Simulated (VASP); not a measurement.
A run of VASP 6.6.1:

File INCAR:

```
SYSTEM = Sn
  ALGO = Normal
  EDIFF = 1E-6
  ENCUT = 500
  GGA = PE
  GGA_COMPAT = .FALSE.
  ISIF = 2
  ISMEAR = 0
  LASPH = .TRUE.
  LCHARG = .FALSE.
  LREAL = .FALSE.
  LWAVE = .FALSE.
  NBANDS = 13
  NELM = 120
  PREC = Accurate
  SIGMA = 0.05
```

Contents of KPOINTS:

```
k-points
0
G
  12 12 12
  0 0 0
```

The input POSCAR:

```
Sn
1.0
   -1.8911406569      1.8911406569      1.8911406569
    1.8911406569     -1.8911406569      1.8911406569
    1.8911406569      1.8911406569     -1.8911406569
Sn
1
Direct
    0.0000000000      0.0000000000      0.0000000000
```

Potentials or basis: VASP PAW PBE potentials, release 64 (Sn_d).

Run with:

```sh
$ cat potpaw_PBE.64/Sn_d/POTCAR > POTCAR
$ mpirun -np 1 vasp_std > vasp.out
```

Hardware: 1 thread of Intel Xeon 8259CL (shared host).

**Question.** How long does it take, and how much memory?

**Answer.** Run time: 16 s on 1 thread of Intel Xeon 8259CL, with other jobs on the host, peak memory 0.15 GiB. Counts: scf iterations 11, k points 72.
